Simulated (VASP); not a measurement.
A run of VASP 6.6.1 is set up as follows.

INCAR

```
SYSTEM = InAs
PREC = Accurate ; ENCUT = 400
EDIFF = 1E-6 ; ISMEAR = -1
SIGMA = 0.05 ; LREAL = .FALSE.
LASPH = .TRUE. ; NELM = 120
ALGO = Normal ; ISIF = 2
LWAVE = .FALSE. ; LCHARG = .FALSE.
GGA = PS ; NBANDS = 26
GGA_COMPAT = .FALSE.
```

The input KPOINTS:

```
regular mesh
0
G
  6 6 4
  0 0 0
```

File POSCAR:

```
InAs
1.0
    3.0566970000      3.0566970000      0.0000000000
   -3.0566970000      3.0566970000      0.0000000000
    0.0000000000      0.0000000000      6.0470479401
In As
2 2
Direct
    1.0000000000      0.0000000000      1.0000000000
    0.5000000000      0.5000000000      0.5000000000
    0.5000000000      0.0000000000      0.2500000000
    0.0000000000      0.5000000000      0.7500000000
```

Potentials or basis: VASP PAW PBE potentials, release 64 (In_d, As).

Run with:

```sh
$ cat potpaw_PBE.64/In_d/POTCAR potpaw_PBE.64/As/POTCAR > POTCAR
$ mpirun -np 1 vasp_std > vasp.out
```

Task: What does it give for the pressure?

Result: 0.0 GPa.

Stress tensor (GPa, compression positive):
```
-0.08  0.00  0.00
 0.00 -0.08  0.00
 0.00  0.00  0.15
```

Caveat: the PAW data sets were made with another functional, which shifts forces and pressure a little.
